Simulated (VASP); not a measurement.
# Co (P6_3/mmc) in VASP: further runs, part 2 of 2

VASP 6.6.1. The steps go on from the part before.

### Step 3. Single point, LDA, collinear spin, ferromagnetic start

Input file INCAR:

```
  PREC = Accurate
  ENCUT = 520
  EDIFF = 1E-6
  ISMEAR = -1
  SIGMA = 0.05
  LREAL = F
  LASPH = T
  NELM = 150
  ALGO = Normal
  ISIF = 2
  LWAVE = F
  LCHARG = T
  ISPIN = 2
  MAGMOM = 1.558 1.558
  LORBIT = 11
  LMAXMIX = 4
  GGA = CA
  LELF = T
  LVHAR = T
  NBANDS = 20
```

Input file KPOINTS:

```
Automatic mesh
0
Gamma
  4 4 2
```

Input file POSCAR:

```
Co
1.0
    2.4273810165      0.0000000000      0.0000000000
   -1.2136905082      2.1021736250      0.0000000000
    0.0000000000      0.0000000000      3.9230481332
Co
2
Direct
    0.3333333333      0.6666666667      0.2500000000
    0.6666666667      0.3333333333      0.7500000000
```

Potentials or basis: VASP PAW LDA potentials, release 64 (Co).

Run with:

```
$ cat potpaw_LDA.64/Co/POTCAR > POTCAR
$ mpirun -np 1 vasp_std > vasp.out
```

OUTCAR:

```text
PREC = Accurate
   ENCUT = 520
   EDIFF = 1E-6
   ISMEAR = -1
   LREAL = F
   LASPH = T
   NELM = 150
   ISIF = 2
   ISPIN = 2
   LORBIT = 11
   GGA = CA

 ion  position               nearest neighbor table
   1  0.333  0.667  0.250-   2 2.41   2 2.41   2 2.41   2 2.41   2 2.41   2 2.41
   2  0.667  0.333  0.750-   1 2.41   1 2.41   1 2.41   1 2.41   1 2.41   1 2.41

  LATTYP: Found a hexagonal cell.
 ALAT       =     2.4273810165
 C/A-ratio  =     1.6161649558

  Lattice vectors:

 A1 = (   2.4273810165,   0.0000000000,   0.0000000000)
 A2 = (  -1.2136905082,   2.1021736250,   0.0000000000)
 A3 = (   0.0000000000,   0.0000000000,   3.9230481332)

Analysis of symmetry for initial positions (statically):
=====================================================================
 Subroutine PRICEL returns:
 Original cell was already a primitive cell.

 Routine SETGRP: Setting up the symmetry group for a
 hexagonal supercell.

 Subroutine GETGRP returns: Found 24 space group operations
 (whereof 12 operations were pure point group operations)
 out of a pool of 24 trial point group operations.

The static configuration has the point symmetry D_3d.
 The point group associated with its full space group is D_6h.

Analysis of symmetry for dynamics (positions and initial velocities):
=====================================================================
 Subroutine PRICEL returns:
 Original cell was already a primitive cell.

 Routine SETGRP: Setting up the symmetry group for a
 hexagonal supercell.

 Subroutine GETGRP returns: Found 24 space group operations
 (whereof 12 operations were pure point group operations)
 out of a pool of 24 trial point group operations.

The dynamic configuration has the point symmetry D_3d.
 The point group associated with its full space group is D_6h.

Analysis of structural, dynamic, and magnetic symmetry:
=====================================================================
 Subroutine PRICEL returns:
 Original cell was already a primitive cell.

 Routine SETGRP: Setting up the symmetry group for a
 hexagonal supercell.

 Subroutine GETGRP returns: Found 24 space group operations
 (whereof 12 operations were pure point group operations)
 out of a pool of 24 trial point group operations.

The overall configuration has the point symmetry D_3d.
 The point group associated with its full space group is D_6h.

 Subroutine INISYM returns: Found 24 space group operations
 (whereof 12 operations are pure point group operations),
 and found     1 'primitive' translations

----------------------------------------------------------------------------------------

                                     Primitive cell

  volume of cell :      20.0184

  direct lattice vectors                    reciprocal lattice vectors
     2.427381017  0.000000000  0.000000000     0.411966639  0.237849050  0.000000000
    -1.213690508  2.102173625  0.000000000     0.000000000  0.475698100  0.000000000
     0.000000000  0.000000000  3.923048133     0.000000000  0.000000000  0.254903831

  length of vectors
     2.427381017  2.427381017  3.923048133     0.475698100  0.475698100  0.254903831

[... 52 lines left out ...]
   NGXF,Y,Z  is equivalent  to a cutoff of  24.66, 24.66, 25.43 a.u.
 SYSTEM =  unknown system
   PREC   = accura    normal or accurate (medium, high low for compatibility)
   ISTART =      0    job   : 0-new  1-cont  2-samecut
   ICHARG =      2    charge: 1-file 2-atom 10-const
   ISPIN  =      2    spin polarized calculation?
   LNONCOLLINEAR =      F non collinear calculations
   LSORBIT =      F    spin-orbit coupling
   LASPH  =      T    aspherical Exc in radial PAW
   ENCUT  =  520.0 eV  38.22 Ry    6.18 a.u.   4.51  4.51  7.29*2*pi/ulx,y,z
   NELM   =    150;   NELMIN=  2; NELMDL= -5     # of ELM steps
   EDIFF  = 0.1E-05   stopping-criterion for ELM
   LREAL  =      F    real-space projection
   EDIFFG = 0.1E-04   stopping-criterion for IOM
   NSW    =      0    number of steps for IOM
   IBRION =     -1    ionic relax: 0-MD 1-quasi-New 2-CG
   NFREE  =      0    steps in history (QN), initial steepest desc. (CG)
   ISIF   =      2    stress and relaxation
   ISYM   =      2    0-nonsym 1-usesym 2-fastsym
   POTIM  = 0.5000    time-step for ionic-motion
   TEBEG  =    0.0;   TEEND  =   0.0 temperature during run
   PSTRESS=    0.0 pullay stress
   NELECT =      18.0000    total number of electrons
   NUPDOWN=      -1.0000    fix difference up-down
   EMIN   =  10.00;   EMAX   =-10.00  energy-range for DOS
   EFERMI =   0.00;   METHOD = LEGACY
   ISMEAR =    -1;   SIGMA  =   0.05  broadening in eV -4-tet -1-fermi 0-gaus
   EFERMI_NEDOS =   21; number of points for ismear=-14 and -15
   IALGO  =     38    algorithm
   IMIX   =      4    mixing-type and parameters
     AMIX     =   0.40;   BMIX     =  1.00
     AMIX_MAG =   1.60;   BMIX_MAG =  1.00
  volume/ion in A,a.u.               =      10.01        67.55
  Fermi-wavevector in a.u.,A,eV,Ry     =   1.580116  2.985986 33.970567  2.496766
  Thomas-Fermi vector in A             =   2.680392
   LORBIT       =     11    0 simple, 1 ext, 2 COOP (PROOUT), +10 PAW based schemes
   GGA     = CA    functional components
   LHFCALC =     F    Hartree Fock is set to
   AEXX    =    0.0000 exact exchange contribution
   IVDW    =     0    specifies the selected vdW correction
   LEPSILON=     F    determine dielectric tensor
   LRPA    =     F    only Hartree local field effects (RPA)
 spin polarized calculation
  energy-cutoff  :      520.00
  volume of cell :       20.02
 maximum number of plane-waves:       550
   NGX =  9   NGY =  9   NGZ = 15

 number of electron      17.9999991 magnetization       2.4505378

 Free energy of the ion-electron system (eV)
  ---------------------------------------------------
  ext. energy  EPLUGINS =         0.00000000
  ---------------------------------------------------
  free energy    TOTEN  =       -16.20149424 eV

  energy without entropy =      -16.15882672  energy(sigma->0) =      -16.18016048

 E-fermi :  11.1127     XC(G=0): -14.2129

 val. band max:       11.0732409171   @ k =   0.5000   0.0000   0.0000
 cond. band min:      11.1283322414   @ k =   0.5000   0.0000   0.0000
 fundamental gap:      0.0550913243
 Fermi energy:        11.1127265134

 spin component 1

 k-point     1 :       0.0000    0.0000    0.0000
  band No.  band energies     occupation
      1       1.7201      1.00000
      2       5.7552      1.00000
      3       8.6801      1.00000
      4       8.7367      1.00000
      5       8.7367      1.00000
      6       9.1082      1.00000
[... 160 lines left out ...]
      6       8.3087      1.00000
[... 12 lines left out ...]
     19      39.3248      0.00000
     20      39.3248      0.00000
 Fermi energy:        11.1127265134

 spin component 2

 k-point     1 :       0.0000    0.0000    0.0000
  band No.  band energies     occupation
      1       1.9061      1.00000
      2       6.4745      1.00000
      3       9.8206      1.00000
      4       9.8285      1.00000
      5       9.8285      1.00000
      6      10.2352      1.00000
[... 173 lines left out ...]
     19      39.5936      0.00000
     20      39.5936      0.00000

------------------------ aborting loop because EDIFF is reached ----------------------------------------

  FORCE on cell =-STRESS in cart. coord.  units (eV):
  Direction    XX          YY          ZZ          XY          YZ          ZX
  --------------------------------------------------------------------------------------
  -------------------------------------------------------------------------------------
  Total       -0.5360029     -0.5360029     -0.6600630     -0.0000000      0.0000000      0.0000000
  in kB      -42.8990387    -42.8990387    -52.8282013     -0.0000000      0.0000000      0.0000000
  external PRESSURE =     -46.2087596 kB  Pullay stress =       0.0000000 kB

 VOLUME and BASIS-vectors are now :
 -----------------------------------------------------------------------------
  energy-cutoff  :      520.00
  volume of cell :       20.02
      direct lattice vectors                 reciprocal lattice vectors
     2.427381017  0.000000000  0.000000000     0.411966639  0.237849050  0.000000000
    -1.213690508  2.102173625  0.000000000     0.000000000  0.475698100  0.000000000
     0.000000000  0.000000000  3.923048133     0.000000000  0.000000000  0.254903831

 POSITION                                       TOTAL-FORCE (eV/Angst)
 -----------------------------------------------------------------------------------
     -0.00000      1.40145      0.98076         0.000000     -0.000000      0.000000
      1.21369      0.70072      2.94229        -0.000000      0.000000      0.000000
 -----------------------------------------------------------------------------------
    total drift:                                0.000000      0.000000     -0.000000

  FREE ENERGIE OF THE ION-ELECTRON SYSTEM (eV)
  ---------------------------------------------------
  free  energy   TOTEN  =       -16.2014942387 eV

  energy  without entropy=      -16.1588267243  energy(sigma->0) =      -16.18016048

 total charge

# of ion       s       p       d       tot
------------------------------------------
    1        0.523   0.564   7.369   8.456
    2        0.523   0.564   7.369   8.456
--------------------------------------------------
tot          1.046   1.127  14.738  16.911

 magnetization (x)

# of ion       s       p       d       tot
------------------------------------------
    1       -0.011  -0.007   1.231   1.214
    2       -0.011  -0.007   1.231   1.214
--------------------------------------------------
tot         -0.021  -0.014   2.462   2.427
```

stdout:

```text
POSCAR found type information on POSCAR Co
 POSCAR found :  1 types and       2 ions
 scaLAPACK will be used
 LDA part: xc-table for (Slater(with rela. corr.)+CA(PZ))
 , standard interpolation
 POSCAR, INCAR and KPOINTS ok, starting setup
 FFT: planning ... GRIDC
 FFT: planning ... GRID_SOFT
 FFT: planning ... GRID
 WAVECAR not read
 entering main loop
```

Run time: 9.8 s. Hardware: 1 thread of Intel Xeon Platinum 8375C at 2.90GHz (Ice Lake), shared host; peak memory 0.12 GiB.

Results:

* Free energy: -16.2015 eV
* Pressure: -4.6 GPa
* Net moment: 2.45 μB per cell
* Site moments: Co +1.21 μB
* Valence electrons inside the program's atomic spheres: Co 8.46

Stress tensor (GPa, compression positive):
```
-4.29  0.00  0.00
 0.00 -4.29  0.00
 0.00  0.00 -5.28
```

Levels at points of the mesh, in eV from the Fermi level:
Spin up:
```tsv
k point	band 8	band 9	band 10	band 11	band 12	band 13
(0.00, 0.00, 0.00)	-1.60	-1.60	-0.31	-0.31	-0.12	7.30
(0.50, 0.00, 0.00)	-0.16	-0.04	0.02	1.78	3.93	10.40
(0.00, 0.00, 0.50)	-2.45	-0.67	-0.67	-0.67	-0.67	16.05
(0.50, 0.00, 0.50)	-0.71	-0.05	-0.05	1.83	1.83	8.20
```
Spin down:
```csv
k point,band 4,band 5,band 6,band 7,band 8,band 9,band 10,band 11,band 12,band 13
"(0.00, 0.00, 0.00)",-1.28,-1.28,-0.88,-0.88,-0.41,-0.41,0.07,0.95,0.95,8.08
"(0.50, 0.00, 0.00)",-1.93,-1.46,-1.30,-0.85,1.09,1.24,1.28,2.71,4.69,10.88
"(0.00, 0.00, 0.50)",-1.84,-1.36,-1.36,-1.36,-1.36,0.57,0.57,0.57,0.57,16.50
"(0.50, 0.00, 0.50)",-2.79,-0.28,-0.28,0.24,0.24,1.21,1.21,2.41,2.41,8.92
```

Caveat: the k points lie up to 0.80 Å⁻¹ apart.
